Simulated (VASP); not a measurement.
# NiO (P-6m2) in VASP: single point with PBEsol

Aim: the single point of NiO with PBEsol.

Everything below comes from runs of VASP 6.6.1. Logs are shortened: lines on timing, memory, paths and dates and some standing lists are left out, and cuts for length are marked.

### 1 The cell of the first run

It takes space group P-6m2 (No. 187, hexagonal). Conventional cell: a = 2.827 Å, b = 2.827 Å, c = 15.368 Å, α = 90.00°, β = 90.00°, γ = 120.00°. Ni (site symmetry 3m) has 6 O at 1.98 to 2.01 Å within 2.6 Å. Ni (site symmetry -6m2) has 6 O at 2.12 Å and 12 Ni at 2.83 to 3.01 Å within 3.1 Å. Ni (site symmetry 3m) has 6 O at 2.03 to 2.20 Å within 2.7 Å. Within 2.9 Å of Ni (site symmetry -6m2) lie 6 O at 2.12 Å and 6 Ni at 2.83 Å. Within 2.9 Å of O (site symmetry 3m) lie 6 Ni at 2.01 to 2.12 Å and 10 O at 2.71 to 2.83 Å. O (site symmetry 3m) has 6 Ni at 1.98 to 2.20 Å and 1 O at 2.69 Å within 2.7 Å. Within 2.9 Å of O (site symmetry 3m) lie 6 Ni at 2.03 to 2.12 Å and 8 O at 2.69 to 2.83 Å.

### 2 Single point, PBEsol, collinear spin, ferromagnetic start

Contents of INCAR:

```
SYSTEM = NiO
  PREC = Accurate
  ENCUT = 600
  EDIFF = 1E-6
  ISMEAR = 0
  SIGMA = 0.1
  LREAL = .False.
  LASPH = .True.
  NELM = 200
  ALGO = Normal
  ISIF = 2
  LWAVE = .False.
  LCHARG = .False.
  ISPIN = 2
  MAGMOM = 1.19 1.19 1.19 1.19 1.19 1.19 0.22 0.22 0.22 0.22 0.22 0.22
  LORBIT = 11
  LMAXMIX = 4
  GGA = PS
  NBANDS = 64
  GGA_COMPAT = .False.
  KPAR = 4
```

Contents of KPOINTS:

```
Automatic mesh
0
Gamma
  12 12 3
  0 0 0
```

Contents of POSCAR:

```
NiO
1.0
    2.8274400103      0.0000000000      0.0000000000
   -1.4137200052      2.4486348766      0.0000000000
    0.0000000000      0.0000000000     15.3676579054
Ni O
6 6
Direct
    0.0000000000      0.0000000000      0.0021876089
    0.3333333333      0.6666666667      0.1666666667
    0.0000000000      0.0000000000      0.3311457245
    0.6666666667      0.3333333333      0.4999328514
    0.0000000000      0.0000000000      0.6666666667
    0.6666666667      0.3333333333      0.8334004820
    0.6666666667      0.3333333333      0.0784184973
    0.6666666667      0.3333333333      0.2549148361
    0.3333333333      0.6666666667      0.4036951931
    0.3333333333      0.6666666667      0.5786667945
    0.3333333333      0.6666666667      0.7546665388
    0.3333333333      0.6666666667      0.9296381402
```

Potentials or basis: VASP PAW PBE potentials, release 64 (Ni, O).

Run with:

```
$ cat potpaw_PBE.64/Ni/POTCAR potpaw_PBE.64/O/POTCAR > POTCAR
$ mpirun -np 4 vasp_std > vasp.out
```

OUTCAR:

```text
SYSTEM = NiO
   PREC = Accurate
   ENCUT = 600
   EDIFF = 1E-6
   ISMEAR = 0
   LREAL = .False.
   LASPH = .True.
   NELM = 200
   ISIF = 2
   ISPIN = 2
   LORBIT = 11
   GGA = PS

 ion  position               nearest neighbor table
   1  0.000  0.000  0.002-  12 1.98  12 1.98  12 1.98   7 2.01   7 2.01   7 2.01   2 3.01   2 3.01
                             2 3.01   6 3.06   6 3.06   6 3.06
   2  0.333  0.667  0.167-   8 2.12   7 2.12   8 2.12   7 2.12   8 2.12   7 2.12   3 3.01   1 3.01
                             3 3.01   1 3.01   3 3.01   1 3.01
   3  0.000  0.000  0.331-   9 1.98   9 1.98   9 1.98   8 2.01   8 2.01   8 2.01   2 3.01   2 3.01
                             2 3.01   4 3.06   4 3.06   4 3.06
   4  0.667  0.333  0.500-  10 2.03  10 2.03  10 2.03   9 2.20   9 2.20   9 2.20   5 3.04   5 3.04
                             5 3.04   3 3.06   3 3.06   3 3.06
   5  0.000  0.000  0.667-  11 2.12  11 2.12  11 2.12  10 2.12  10 2.12  10 2.12   6 3.04   4 3.04
                             6 3.04   4 3.04   6 3.04   4 3.04
   6  0.667  0.333  0.833-  11 2.03  11 2.03  11 2.03  12 2.20  12 2.20  12 2.20   5 3.04   5 3.04
                             5 3.04   1 3.06   1 3.06   1 3.06
   7  0.667  0.333  0.078-   1 2.01   1 2.01   1 2.01   2 2.12   2 2.12   2 2.12
   8  0.667  0.333  0.255-   3 2.01   3 2.01   3 2.01   2 2.12   2 2.12   2 2.12
   9  0.333  0.667  0.404-   3 1.98   3 1.98   3 1.98   4 2.20   4 2.20   4 2.20
  10  0.333  0.667  0.579-   4 2.03   4 2.03   4 2.03   5 2.12   5 2.12   5 2.12
  11  0.333  0.667  0.755-   6 2.03   6 2.03   6 2.03   5 2.12   5 2.12   5 2.12
  12  0.333  0.667  0.930-   1 1.98   1 1.98   1 1.98   6 2.20   6 2.20   6 2.20

  LATTYP: Found a hexagonal cell.
 ALAT       =     2.8274400103
 C/A-ratio  =     5.4351844246

  Lattice vectors:

 A1 = (   2.8274400103,   0.0000000000,   0.0000000000)
 A2 = (  -1.4137200052,   2.4486348766,   0.0000000000)
 A3 = (   0.0000000000,   0.0000000000,  15.3676579054)

Analysis of symmetry for initial positions (statically):
=====================================================================
 Subroutine PRICEL returns:
 Original cell was already a primitive cell.

 Routine SETGRP: Setting up the symmetry group for a
 hexagonal supercell.

 Subroutine GETGRP returns: Found 12 space group operations
 (whereof  6 operations were pure point group operations)
 out of a pool of 24 trial point group operations.

The static configuration has the point symmetry C_3v.
 The point group associated with its full space group is D_3h.

Analysis of symmetry for dynamics (positions and initial velocities):
=====================================================================
 Subroutine PRICEL returns:
 Original cell was already a primitive cell.

 Routine SETGRP: Setting up the symmetry group for a
 hexagonal supercell.

 Subroutine GETGRP returns: Found 12 space group operations
 (whereof  6 operations were pure point group operations)
 out of a pool of 24 trial point group operations.

The dynamic configuration has the point symmetry C_3v.
 The point group associated with its full space group is D_3h.

Analysis of structural, dynamic, and magnetic symmetry:
=====================================================================
 Subroutine PRICEL returns:
 Original cell was already a primitive cell.

 Routine SETGRP: Setting up the symmetry group for a
 hexagonal supercell.

 Subroutine GETGRP returns: Found 12 space group operations
 (whereof  6 operations were pure point group operations)
 out of a pool of 24 trial point group operations.

The overall configuration has the point symmetry C_3v.
 The point group associated with its full space group is D_3h.

 Subroutine INISYM returns: Found 12 space group operations
 (whereof  6 operations are pure point group operations),
 and found     1 'primitive' translations

----------------------------------------------------------------------------------------

                                     Primitive cell

  volume of cell :     106.3960

  direct lattice vectors                    reciprocal lattice vectors
     2.827440010  0.000000000  0.000000000     0.353676823  0.204195409  0.000000000
    -1.413720005  2.448634877  0.000000000     0.000000000  0.408390818  0.000000000
     0.000000000  0.000000000 15.367657905     0.000000000  0.000000000  0.065071724

  length of vectors
     2.827440010  2.827440010 15.367657905     0.408390818  0.408390818  0.065071724

  position of ions in fractional coordinates (direct lattice)
     0.000000000  0.000000000  0.002187609
     0.333333333  0.666666667  0.166666667
[... 103 lines left out ...]
   ISIF   =      2    stress and relaxation
   ISYM   =      2    0-nonsym 1-usesym 2-fastsym
   POTIM  = 0.5000    time-step for ionic-motion
   TEBEG  =    0.0;   TEEND  =   0.0 temperature during run
   PSTRESS=    0.0 pullay stress
   NELECT =      96.0000    total number of electrons
   NUPDOWN=      -1.0000    fix difference up-down
   EMIN   =  10.00;   EMAX   =-10.00  energy-range for DOS
   EFERMI =   0.00;   METHOD = LEGACY
   ISMEAR =     0;   SIGMA  =   0.10  broadening in eV -4-tet -1-fermi 0-gaus
   EFERMI_NEDOS =   21; number of points for ismear=-14 and -15
   IALGO  =     38    algorithm
   IMIX   =      4    mixing-type and parameters
     AMIX     =   0.40;   BMIX     =  1.00
     AMIX_MAG =   1.60;   BMIX_MAG =  1.00
  volume/ion in A,a.u.               =       8.87        59.83
  Fermi-wavevector in a.u.,A,eV,Ry     =   1.581941  2.989434 34.049075  2.502536
  Thomas-Fermi vector in A             =   2.681940
   LORBIT       =     11    0 simple, 1 ext, 2 COOP (PROOUT), +10 PAW based schemes
   GGA     = PS    functional components
   LHFCALC =     F    Hartree Fock is set to
   AEXX    =    0.0000 exact exchange contribution
   IVDW    =     0    specifies the selected vdW correction
   LEPSILON=     F    determine dielectric tensor
   LRPA    =     F    only Hartree local field effects (RPA)
 spin polarized calculation
 Gauss-broadening in eV      SIGMA  =   0.10
  energy-cutoff  :      600.00
  volume of cell :      106.40
 maximum number of plane-waves:      3590
 NGX is ok and might be reduce to    24
   NGX = 11   NGY = 11   NGZ = 61

 number of electron      96.0000060 magnetization       4.8665090

 Free energy of the ion-electron system (eV)
  ---------------------------------------------------
  ext. energy  EPLUGINS =         0.00000000
  ---------------------------------------------------
  free energy    TOTEN  =       -73.27339711 eV

  energy without entropy =      -73.20998822  energy(sigma->0) =      -73.24169266

 E-fermi :   8.0664     XC(G=0): -13.1079

 val. band max:        8.0616717197   @ k =   0.3333   0.0833   0.0000
 cond. band min:       8.0667974757   @ k =   0.2500   0.2500   0.0000
 fundamental gap:      0.0051257560
 Fermi energy:         8.0664252332

 spin component 1

 k-point     1 :       0.0000    0.0000    0.0000
  band No.  band energies     occupation
      1     -12.6135      1.00000
      2     -12.3707      1.00000
      3     -12.2558      1.00000
      4     -11.7421      1.00000
      5     -11.4702      1.00000
      6     -11.1860      1.00000
[... 1501 lines left out ...]
     59      16.0917      0.00000
     60      16.2655      0.00000

 [... further k-points ...]

 spin component 2

 k-point     1 :       0.0000    0.0000    0.0000
  band No.  band energies     occupation
      1     -12.5796      1.00000
      2     -12.2619      1.00000
      3     -11.8441      1.00000
      4     -11.4061      1.00000
      5     -11.2497      1.00000
      6     -10.9413      1.00000
[... 1501 lines left out ...]
     59      16.1807      0.00000
     60      16.3904      0.00000

 [... further k-points ...]

 [bands above 60 left out]

------------------------ aborting loop because EDIFF is reached ----------------------------------------

  FORCE on cell =-STRESS in cart. coord.  units (eV):
  Direction    XX          YY          ZZ          XY          YZ          ZX
  --------------------------------------------------------------------------------------
  -------------------------------------------------------------------------------------
  Total       -0.8456736     -0.8456736     -0.4131168      0.0000000      0.0000000      0.0000000
  in kB      -12.7346865    -12.7346865     -6.2209725      0.0000000      0.0000000      0.0000000
  external PRESSURE =     -10.5634485 kB  Pullay stress =       0.0000000 kB

 VOLUME and BASIS-vectors are now :
 -----------------------------------------------------------------------------
  energy-cutoff  :      600.00
  volume of cell :      106.40
      direct lattice vectors                 reciprocal lattice vectors
     2.827440010  0.000000000  0.000000000     0.353676823  0.204195409  0.000000000
    -1.413720005  2.448634877  0.000000000     0.000000000  0.408390818  0.000000000
     0.000000000  0.000000000 15.367657905     0.000000000  0.000000000  0.065071724

 POSITION                                       TOTAL-FORCE (eV/Angst)
 -----------------------------------------------------------------------------------
      0.00000      0.00000      0.03362        -0.000000      0.000000     -0.061084
     -0.00000      1.63242      2.56128        -0.000000      0.000000     -0.000000
      0.00000      0.00000      5.08893        -0.000000      0.000000      0.061084
      1.41372      0.81621      7.68280         0.000000     -0.000000      0.263277
      0.00000      0.00000     10.24511        -0.000000      0.000000     -0.000000
      1.41372      0.81621     12.80741         0.000000      0.000000     -0.263277
      1.41372      0.81621      1.20511        -0.000000      0.000000     -0.050484
      1.41372      0.81621      3.91744         0.000000      0.000000      0.050484
     -0.00000      1.63242      6.20385         0.000000     -0.000000     -0.204853
     -0.00000      1.63242      8.89275         0.000000     -0.000000     -0.045016
     -0.00000      1.63242     11.59746        -0.000000     -0.000000      0.045016
     -0.00000      1.63242     14.28636        -0.000000     -0.000000      0.204853
 -----------------------------------------------------------------------------------
    total drift:                                0.000000     -0.000000      0.000003

  FREE ENERGIE OF THE ION-ELECTRON SYSTEM (eV)
  ---------------------------------------------------
  free  energy   TOTEN  =       -73.2733971059 eV

  energy  without entropy=      -73.2099882220  energy(sigma->0) =      -73.24169266

 total charge

# of ion       s       p       d       tot
------------------------------------------
    1        0.395   0.541   8.320   9.257
    2        0.318   0.376   8.325   9.019
    3        0.395   0.541   8.320   9.257
    4        0.328   0.398   8.315   9.041
    5        0.317   0.381   8.307   9.005
    6        0.328   0.398   8.315   9.041
    7        1.567   3.374   0.000   4.941
    8        1.567   3.374   0.000   4.941
    9        1.567   3.374   0.000   4.940
   10        1.564   3.363   0.000   4.926
   11        1.564   3.363   0.000   4.926
   12        1.567   3.374   0.000   4.940
--------------------------------------------------
tot         11.475  22.855  49.903  84.233

 magnetization (x)

# of ion       s       p       d       tot
------------------------------------------
    1       -0.000   0.000   0.787   0.787
    2        0.009   0.010  -1.135  -1.115
    3       -0.000   0.000   0.787   0.787
    4        0.007   0.017   1.104   1.128
    5        0.010   0.013   1.188   1.211
    6        0.007   0.017   1.104   1.128
    7        0.005  -0.075   0.000  -0.069
    8        0.005  -0.075   0.000  -0.069
    9        0.012   0.131   0.000   0.144
   10        0.017   0.302   0.000   0.320
   11        0.017   0.302   0.000   0.320
   12        0.012   0.131   0.000   0.144
--------------------------------------------------
tot          0.103   0.774   3.836   4.713
```

Run time: 22 min. Hardware: 4 MPI ranks of AMD EPYC 7R43 (Zen 3), shared host; peak memory 0.56 GiB.

What came out:

* Free energy: -73.2734 eV
* Pressure: -1.1 GPa
* Largest force: 0.263 eV/Å
* Net moment: 4.87 μB per cell
* Site moments: Ni +0.79, -1.11, +1.13, +1.21 (each value once); O -0.07, +0.14, +0.32 (each value once) μB
* Valence electrons inside the program's atomic spheres: Ni 9.26, 9.02, 9.04, 9.01 (each value once); O 4.94, 4.93 (each value once)

Forces in eV/Å, atoms in the order of the input:
```
Ni   0.000  0.000 -0.061
Ni   0.000  0.000  0.000
Ni   0.000  0.000  0.061
Ni   0.000  0.000  0.263
Ni   0.000  0.000  0.000
Ni   0.000  0.000 -0.263
O    0.000  0.000 -0.050
O    0.000  0.000  0.050
O    0.000  0.000 -0.205
O    0.000  0.000 -0.045
O    0.000  0.000  0.045
O    0.000  0.000  0.205
```

Caveat: the PAW data sets were made with another functional, which shifts forces and pressure a little; semilocal functionals often make such compounds metallic where correlation or magnetic order opens a gap, which also shifts bond lengths. With open d or f shells a metallic result of PBEsol can be an artefact of self-interaction; +U or a hybrid may open a gap.
